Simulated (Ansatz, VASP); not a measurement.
CO2 in VASP and in Ansatz

```
C O
1.0
    -2.98505    2.98505    3.20267
     2.98505   -2.98505    3.20267
     2.98505    2.98505   -3.20267
C O
2 4
Cartesian
  0.0000 0.0000 0.0000
  0.0000 2.9851 1.6013
  0.0000 0.0000 1.1611
  0.0000 2.9851 2.7624
  0.0000 2.9851 0.4403
  0.0000 0.0000 5.2442
```

Alike in both runs: functional r2SCAN; k mesh 6 × 6 × 6; occupations gaussian, width 0.02 eV; no spin polarisation.

Ansatz relaxed the structure, and its values are those at the end. VASP's run is a single point on that final structure, the one shown.

|  | VASP | Ansatz |
| --- | --- | --- |
| version | VASP 6.6.1 | Ansatz 0.2.0 |
| potentials or method | VASP PAW PBE potentials, release 64 (C, O), cutoff 520 eV | scalar-relativistic, plane waves, PAW |
| valence electrons in the cell | 32 | 32 |

Ansatz gave:

```
gap on the k mesh at the Fermi level (eV) : 7.59
least direct gap on the mesh (eV)         : 7.68
pressure (GPa)                            : 0.0
rms of the force components (eV/Å)        : 0.001
```

**Question.** Which values does VASP return?

**Answer.** gap on the k mesh at the Fermi level (eV): 7.58; least direct gap on the mesh (eV): 7.66; pressure (GPa): 1.5; rms of the force components (eV/Å): 0.371.

VASP's potentials were made for PBE, not for r2SCAN. With one functional, cell and mesh, what is left measures potentials, basis and numerics.

Noted on VASP's run: the standard files for N, O and F lose accuracy on very short bonds.
